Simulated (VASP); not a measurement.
BAs:

```
B As
1.0
     0.00000    2.38033    2.38033
     2.38033    0.00000    2.38033
     2.38033    2.38033    0.00000
B As
1 1
Cartesian
  0.0000 0.0000 0.0000
  1.1902 1.1902 1.1902
```

This cell differs from its parent crystal: volume changed by -3%.

Base run:

```yaml
Program: VASP 6.6.1
Functional: PBE
Potentials_or_basis: VASP PAW PBE potentials, release 64 (B, As)
Cutoff: 520 eV
k_mesh: 8 × 8 × 8
Occupations: gaussian, width 0.01 eV
Spin: no spin polarisation
```

Its results: band gap on the k mesh 1.18 eV, indirect (least direct gap 3.29 eV); pressure 5.0 GPa.

Q: The run is repeated on the same cell with these changes: potentials or basis from VASP PAW PBE potentials, release 64 (B, As) to VASP PAW PBE potentials, release 64 (B, As_d); cutoff from 520 eV to 600 eV; further incar settings from ALGO = Normal; EDIFF = 1e-06; NBANDS = 11 to ALGO = Normal; EDIFF = 1e-06; NBANDS = 16; valence electrons from 8 to 18. What comes out?

A: Band gap on the k mesh 1.19 eV, indirect (least direct gap 3.30 eV); pressure 4.0 GPa.

A k mesh can miss the band edges.
